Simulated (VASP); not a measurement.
Wanted: the native input for a VASP 6.6.1 run.

| Property | Result |
| --- | --- |
| Task | relaxation of cell and atoms |
| Functional | LDA |
| Potentials or basis | VASP PAW LDA potentials, release 64 (Cs_sv, As) |
| Cutoff | 600 eV |
| k mesh | 6 × 6 × 6 |
| Occupations | fermi-dirac, width 0.05 eV |
| Spin | no spin polarisation |
| Target pressure | 30 GPa |
| Dipole correction | no |
| Further INCAR settings | ALGO = Normal; EDIFF = 1e-06; IBRION = 2; EDIFFG = -0.01; NSW = 60; ISIF = 3 |

The structure of CsAs lies in POSCAR:

```
CsAs
1.0
    4.2949400000      0.0000000000      0.0000000000
    0.0000000000      4.2949400000      0.0000000000
    0.0000000000      0.0000000000      4.2949400000
Cs As
1 1
Direct
    0.0000000000      0.0000000000      0.0000000000
    0.5000000000      0.5000000000      0.5000000000
```

One way to write it, as run:

INCAR

```
SYSTEM = CsAs
PREC = Accurate ; ENCUT = 600
EDIFF = 1E-6 ; ISMEAR = -1
SIGMA = 0.05 ; LREAL = .False.
LASPH = .True. ; NELM = 60
ALGO = Normal ; ISIF = 3
LWAVE = .False. ; LCHARG = .False.
IBRION = 2 ; NSW = 60
EDIFFG = -0.01 ; PSTRESS = 300.0
```

KPOINTS

```
regular mesh
0
Gamma
  6 6 6
  0 0 0
```

Potentials or basis: VASP PAW LDA potentials, release 64 (Cs_sv, As).

The run is started by

```sh
$ cat potpaw_LDA.64/Cs_sv/POTCAR potpaw_LDA.64/As/POTCAR > POTCAR
$ mpirun -np 1 vasp_std > vasp.out
```

Results of the run:

```
Relaxed volume                                         : 21.22 Å³/atom
Relaxed cell                                           : a = 3.488 Å, b = 3.488 Å, c = 3.488 Å, α = 90.00°, β = 90.00°, γ = 90.00°
Space group after relaxing (to 0.05 Å)                 : Pm-3m (No. 221)
Energy change on relaxing (the enthalpy is what falls) : +726.4 meV/atom
Ionic steps                                            : 9
Pressure after relaxing                                : 30.0 GPa
Band gap on the k mesh                                 : zero (band 7 reaches 7.64 eV, above the bottom of band 8 at 2.27 eV)
```

Caveat: the cell is relaxed towards a set pressure, so the enthalpy falls and the energy may rise; the volume moved by over 15 % at a fixed basis, so the end points are rough; spin-orbit coupling is left out, which moves the levels of the heavy elements.

Run time: 90 s on 1 thread of Intel Xeon 6975P-C (shared host), peak memory 0.21 GiB.
